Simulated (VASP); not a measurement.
# MgF2 in VASP: a series of runs, part 2 of 2

VASP 6.6.1.

### Step 4. Single point, HSE06

This run uses another cell than the first one, of 10.85 Å³/atom.

The input, POSCAR:

```
MgF2
1.0
    4.6218997681      0.0000000000      0.0000000000
    0.0000000000      4.6220926219      0.0000000000
    0.0000000000      0.0000000000      3.0461460127
Mg F
2 4
Direct
    0.5000000000      0.5000000000      0.5000000000
    0.0000000000      0.0000000000      0.0000000000
    0.8029114192      0.1970073625      0.5000000000
    0.1970885808      0.8029926375      0.5000000000
    0.3029114192      0.3029926375      0.0000000000
    0.6970885808      0.6970073625      0.0000000000
```

The input, INCAR.step1:

```
SYSTEM = MgF2
ALGO = Normal
EDIFF = 1E-5
ENCUT = 520
GGA = PE
GGA_COMPAT = .FALSE.
ISIF = 2
ISMEAR = 0
KPAR = 4
LASPH = .TRUE.
LCHARG = .FALSE.
LREAL = .FALSE.
LWAVE = .TRUE.
NBANDS = 25
NELM = 120
PREC = Accurate
SIGMA = 0.01
```

The input, INCAR.step2:

```
SYSTEM = MgF2
ALGO = Normal
EDIFF = 1E-6
ENCUT = 520
GGA = PE
GGA_COMPAT = .FALSE.
HFSCREEN = 0.2079
ISIF = 2
ISMEAR = 0
ISTART = 1
KPAR = 4
LASPH = .TRUE.
LCHARG = .FALSE.
LHFCALC = .TRUE.
LREAL = .FALSE.
LWAVE = .FALSE.
NBANDS = 25
NELM = 120
PREC = Accurate
PRECFOCK = Normal
SIGMA = 0.01
```

The input, KPOINTS:

```
k-points
0
G
  4 4 6
  0 0 0
```

Command:

```bash
> cat potpaw_PBE.64/Mg/POTCAR potpaw_PBE.64/F/POTCAR > POTCAR
> cp INCAR.step1 INCAR
> mpirun -np 4 vasp_std > vasp.out
> cp INCAR.step2 INCAR
> mpirun -np 4 vasp_std > vasp.out
```

Run time: 33 min. Hardware: 4 MPI ranks of Intel Xeon Platinum 8375C at 2.90GHz (Ice Lake), shared host; peak memory 0.33 GiB.

It converged, with:

- Free energy: -38.3084 eV
- Pressure: 0.7 GPa
- Largest force: 0.016 eV/Å
- Band gap on the k mesh: 9.41 eV

Forces in eV/Å, atoms in the order of the input:
```
Mg   0.000  0.000  0.000
Mg   0.000  0.000  0.000
F    0.012 -0.012  0.000
F   -0.012  0.012  0.000
F    0.012  0.012  0.000
F   -0.012 -0.012  0.000
```

Levels at points of the mesh, in eV from the valence-band top:
```tsv
k point	band 14	band 15	band 16	band 17	band 18	band 19
(0.00, 0.00, 0.00)	-0.29	-0.29	0.00	9.41	14.67	14.67
(0.50, 0.00, 0.00)	-0.95	-0.38	-0.38	11.88	11.88	15.95
(0.00, 0.50, 0.00)	-0.95	-0.38	-0.38	11.88	11.88	15.95
(0.50, 0.50, 0.00)	-0.93	-0.82	-0.82	13.69	13.69	13.73
(0.00, 0.00, 0.50)	-1.20	-0.90	-0.90	14.33	14.33	17.51
(0.50, 0.00, 0.50)	-0.73	-0.69	-0.69	15.22	15.22	16.03
(0.00, 0.50, 0.50)	-0.73	-0.69	-0.69	15.22	15.22	16.03
(0.50, 0.50, 0.50)	-0.65	-0.48	-0.48	15.69	15.69	15.85
```

Caveat: the PAW data sets were made with another functional, which shifts forces and pressure a little.

### Step 5. Single point, PBE (strain -3.7%)

The input, INCAR:

```
SYSTEM = MgF2
PREC = Accurate ; ENCUT = 600
EDIFF = 1E-6 ; ISMEAR = -1
SIGMA = 0.02 ; LREAL = .FALSE.
LASPH = .TRUE. ; NELM = 120
ALGO = Normal ; ISIF = 2
LWAVE = .FALSE. ; LCHARG = .FALSE.
GGA = PE ; NBANDS = 25
GGA_COMPAT = .FALSE.
```

The input, KPOINTS:

```
Automatic mesh
0
G
  6 6 8
  0 0 0
```

The input, POSCAR:

```
MgF2
1.0
    4.4499650967      0.0000000000      0.0000000000
    0.0000000000      4.4501507763      0.0000000000
    0.0000000000      0.0000000000      2.9328293811
Mg F
2 4
Direct
    0.5000000000      0.5000000000      0.5000000000
    0.0000000000      0.0000000000      0.0000000000
    0.8010838973      0.1988002470      0.5000000000
    0.1989161027      0.8011997530      0.5000000000
    0.3010838973      0.3011997530      0.0000000000
    0.6989161027      0.6988002470      0.0000000000
```

Potentials or basis: VASP PAW PBE potentials, release 64 (Mg, F).

Command:

```bash
> cat potpaw_PBE.64/Mg/POTCAR potpaw_PBE.64/F/POTCAR > POTCAR
> mpirun -np 1 vasp_std > vasp.out
```

OUTCAR:

```text
SYSTEM = MgF2
   PREC = Accurate
   ENCUT = 600
   EDIFF = 1E-6
   ISMEAR = -1
   LREAL = .FALSE.
   LASPH = .TRUE.
   NELM = 120
   ISIF = 2
   GGA = PE

 ion  position               nearest neighbor table
   1  0.500  0.500  0.500-   3 1.90   4 1.90   5 1.93   6 1.93   5 1.93   6 1.93   2 3.47   2 3.47
                             2 3.47   2 3.47   2 3.47   2 3.47   2 3.47   2 3.47
   2  0.000  0.000  0.000-   5 1.90   6 1.90   3 1.93   4 1.93   3 1.93   4 1.93   1 3.47   1 3.47
                             1 3.47   1 3.47   1 3.47   1 3.47   1 3.47   1 3.47
   3  0.801  0.199  0.500-   1 1.90   2 1.93   2 1.93
[... 886 lines left out ...]
  Total        7.0582275      7.0595697      7.6630688     -0.0000000      0.0000000      0.0000000
  in kB      194.7099334    194.7469601    211.3952274     -0.0000000      0.0000000      0.0000000
  external PRESSURE =     200.2840403 kB  Pullay stress =       0.0000000 kB

 VOLUME and BASIS-vectors are now :
 -----------------------------------------------------------------------------
  energy-cutoff  :      600.00
  volume of cell :       58.08
      direct lattice vectors                 reciprocal lattice vectors
     4.449965097  0.000000000  0.000000000     0.224720864  0.000000000  0.000000000
     0.000000000  4.450150776  0.000000000     0.000000000  0.224711487  0.000000000
     0.000000000  0.000000000  2.932829381     0.000000000  0.000000000  0.340967670

 POSITION                                       TOTAL-FORCE (eV/Angst)
 -----------------------------------------------------------------------------------
      2.22498      2.22508      1.46641         0.000000      0.000000      0.000000
      0.00000      0.00000      0.00000         0.000000      0.000000      0.000000
      3.56480      0.88469      1.46641        -0.017069      0.016801      0.000000
      0.88517      3.56546      1.46641         0.017069     -0.016801      0.000000
      1.33981      1.34038      0.00000        -0.017069     -0.016801      0.000000
      3.11015      3.10977      0.00000         0.017069      0.016801      0.000000
 -----------------------------------------------------------------------------------
    total drift:                                0.000000     -0.000000      0.000000

  FREE ENERGIE OF THE ION-ELECTRON SYSTEM (eV)
  ---------------------------------------------------
  free  energy   TOTEN  =       -31.0012486038 eV

  energy  without entropy=      -31.0012486038  energy(sigma->0) =      -31.00124860
```

OSZICAR:

```text
N       E                     dE             d eps       ncg     rms          rms(c)
DAV:   1     0.181184939007E+03    0.18118E+03   -0.19724E+04  4208   0.137E+03
DAV:   2    -0.252292133091E+02   -0.20641E+03   -0.19972E+03  4869   0.312E+02
DAV:   3    -0.335566103210E+02   -0.83274E+01   -0.83056E+01  5090   0.583E+01
DAV:   4    -0.336012275824E+02   -0.44617E-01   -0.44613E-01  4512   0.482E+00
DAV:   5    -0.336014416103E+02   -0.21403E-03   -0.21402E-03  5062   0.326E-01    0.102E+01
DAV:   6    -0.309474301757E+02    0.26540E+01   -0.77826E+00  4547   0.207E+01    0.287E+00
DAV:   7    -0.309693230763E+02   -0.21893E-01   -0.12189E-01  4340   0.233E+00    0.189E+00
DAV:   8    -0.310009649061E+02   -0.31642E-01   -0.47075E-02  4182   0.220E+00    0.220E-01
DAV:   9    -0.310008030478E+02    0.16186E-03   -0.11413E-03  5205   0.251E-01    0.826E-02
DAV:  10    -0.310012528089E+02   -0.44976E-03   -0.57771E-04  4193   0.169E-01    0.262E-02
DAV:  11    -0.310012484862E+02    0.43227E-05   -0.15879E-05  5114   0.338E-02    0.531E-03
DAV:  12    -0.310012486038E+02   -0.11762E-06   -0.11526E-06  3039   0.924E-03
   1 F= -.31001249E+02 E0= -.31001249E+02  d E =-.492229E-13
```

It took 47 s on 1 thread of Intel Xeon 6975P-C (Granite Rapids), shared host; peak memory 0.25 GiB.

Results:

| Quantity | Value |
| --- | --- |
| Free energy | -31.0012 eV |
| Pressure | 20.0 GPa |
| Largest force | 0.024 eV/Å |
| Band gap on the k mesh | 7.95 eV |

Forces on the atoms (eV/Å):
```
Mg   0.000  0.000  0.000
Mg   0.000  0.000  0.000
F   -0.017  0.017  0.000
F    0.017 -0.017  0.000
F   -0.017 -0.017  0.000
F    0.017  0.017  0.000
```

Stress tensor (GPa, compression positive):
```
19.47  0.00  0.00
 0.00 19.47  0.00
 0.00  0.00 21.14
```

Levels at points of the mesh, in eV from the valence-band top:
| k point | band 12 | band 13 | band 14 | band 15 | band 16 | band 17 | band 18 | band 19 | band 20 | band 21 |
| --- | --- | --- | --- | --- | --- | --- | --- | --- | --- | --- |
| (0.00, 0.00, 0.00) | -1.37 | -0.74 | -0.35 | -0.35 | 0.00 | 7.95 | 13.06 | 13.06 | 14.40 | 15.36 |
| (0.50, 0.00, 0.00) | -1.58 | -1.06 | -1.06 | -0.43 | -0.43 | 10.47 | 10.47 | 14.37 | 14.37 | 16.53 |
| (0.00, 0.50, 0.00) | -1.58 | -1.06 | -1.06 | -0.43 | -0.43 | 10.47 | 10.47 | 14.38 | 14.38 | 16.52 |
| (0.50, 0.50, 0.00) | -1.41 | -1.09 | -1.09 | -0.94 | -0.94 | 12.17 | 12.17 | 12.49 | 12.49 | 18.22 |
| (0.00, 0.00, 0.50) | -1.60 | -1.41 | -1.41 | -1.00 | -1.00 | 12.87 | 12.87 | 15.82 | 15.82 | 16.17 |
| (0.50, 0.00, 0.50) | -1.58 | -0.84 | -0.84 | -0.79 | -0.79 | 13.69 | 13.69 | 14.64 | 14.64 | 16.53 |
| (0.00, 0.50, 0.50) | -1.58 | -0.84 | -0.84 | -0.79 | -0.79 | 13.69 | 13.69 | 14.64 | 14.64 | 16.53 |
| (0.50, 0.50, 0.50) | -1.56 | -0.73 | -0.73 | -0.53 | -0.53 | 14.00 | 14.00 | 14.56 | 14.56 | 15.63 |

Caveat: the cell differs from its parent crystal (strain -3.7%); the cell stands under pressure.

### Step 6. Single point, PBE (epitaxial xy strain -4.2%)

The input, INCAR:

```
SYSTEM = MgF2
PREC = Accurate
ENCUT = 600
EDIFF = 1E-6
ISMEAR = -1
SIGMA = 0.02
LREAL = .False.
LASPH = .True.
NELM = 120
ALGO = Normal
ISIF = 2
LWAVE = .False.
LCHARG = .False.
GGA = PE
NBANDS = 25
GGA_COMPAT = .False.
```

The input, KPOINTS:

```
Automatic mesh
0
Gamma
  6 6 8
  0 0 0
```

The input, POSCAR:

```
MgF2
1.0
    4.4300909277      0.0000000000      0.0000000000
    0.0000000000      4.4302757781      0.0000000000
    0.0000000000      0.0000000000      3.1380425291
Mg F
2 4
Direct
    0.5000000000      0.5000000000      0.5000000000
    0.0000000000      0.0000000000      0.0000000000
    0.8044752292      0.1954432007      0.5000000000
    0.1955247708      0.8045567993      0.5000000000
    0.3044752292      0.3045567993      0.0000000000
    0.6955247708      0.6954432007      0.0000000000
```

Potentials or basis: VASP PAW PBE potentials, release 64 (Mg, F).

Command:

```bash
> cat potpaw_PBE.64/Mg/POTCAR potpaw_PBE.64/F/POTCAR > POTCAR
> mpirun -np 1 vasp_std > vasp.out
```

Wall time 46 s (1 thread of Intel Xeon 6975P-C (Granite Rapids), shared host); peak memory 0.26 GiB.

The run converged. Its results:

```yaml
Free_energy: -31.2748 eV
Pressure: 10.4 GPa
Band_gap_on_the_k_mesh: 7.40 eV
```

Forces in eV/Å, atoms in the order of the input:
```
Mg   0.000  0.000  0.000
Mg   0.000  0.000  0.000
F   -0.002  0.002  0.000
F    0.002 -0.002  0.000
F   -0.002 -0.002  0.000
F    0.002  0.002  0.000
```

Stress tensor (GPa, compression positive):
```
13.30  0.00  0.00
 0.00 13.30  0.00
 0.00  0.00  4.59
```

Levels at points of the mesh, in eV from the valence-band top:
```tsv
k point	band 13	band 14	band 15	band 16	band 17	band 18	band 19	band 20
(0.00, 0.00, 0.00)	-0.78	-0.23	-0.23	0.00	7.40	12.48	12.48	13.47
(0.50, 0.00, 0.00)	-1.07	-1.07	-0.37	-0.37	9.93	9.93	13.64	13.64
(0.00, 0.50, 0.00)	-1.07	-1.07	-0.37	-0.37	9.93	9.93	13.64	13.64
(0.50, 0.50, 0.00)	-0.87	-0.87	-0.71	-0.71	11.69	11.69	11.81	11.81
(0.00, 0.00, 0.50)	-1.28	-1.28	-0.86	-0.86	11.98	11.98	15.05	15.05
(0.50, 0.00, 0.50)	-0.68	-0.68	-0.64	-0.64	13.10	13.10	13.69	13.69
(0.00, 0.50, 0.50)	-0.68	-0.68	-0.64	-0.64	13.10	13.10	13.69	13.69
(0.50, 0.50, 0.50)	-0.58	-0.58	-0.42	-0.42	13.55	13.55	14.18	14.18
```

Caveat: the cell differs from its parent crystal (epitaxial xy strain -4.2%); the cell stands under pressure. A k mesh can miss the band edges.

### Step 7. Summary

| level | cell | k mesh | cutoff (eV) | smearing | grid for exact exchange (PRECFOCK) | share of exact exchange | screening parameter | gap on the mesh (eV) | pressure (GPa) | largest force (eV/Å) |
| --- | --- | --- | --- | --- | --- | --- | --- | --- | --- | --- |
| HSE06 | a = 4.430, b = 4.430, c = 3.138 Å, 6 atoms, atomic positions A | 4 × 4 × 6 | 520 | gaussian 0.01 eV | Normal | 0.25 | 0.2079 1/Å | 9.70 | 7.0 | 0.01 |
| HSE06 | a = 4.450, b = 4.450, c = 2.933 Å, 6 atoms, atomic positions B | 4 × 4 × 6 | 520 | gaussian 0.01 eV | Normal | 0.25 | 0.2079 1/Å | 10.28 | 16.4 | 0.02 |
| HSE06 | a = 4.622, b = 4.622, c = 3.046 Å, 6 atoms, atomic positions A | 4 × 4 × 6 | 520 | gaussian 0.01 eV | Normal | 0.25 | 0.2079 1/Å | 9.41 | 0.7 | 0.02 |
| PBE | a = 4.450, b = 4.450, c = 2.933 Å, 6 atoms, atomic positions B | 6 × 6 × 8 | 600 | fermi-dirac 0.02 eV | - | - | - | 7.95 | 20.0 | 0.02 |
| PBE | a = 4.430, b = 4.430, c = 3.138 Å, 6 atoms, atomic positions A | 6 × 6 × 8 | 600 | fermi-dirac 0.02 eV | - | - | - | 7.40 | 10.4 | - |

Alike in all rows: task single point; potentials or basis VASP PAW PBE potentials, release 64 (Mg, F); no spin polarisation.

Caveats: the cell stands under pressure (at least some runs); the PAW data sets were made with another functional, which shifts forces and pressure a little (at least some runs).

Absolute energies hang on the potentials; compare differences alone.
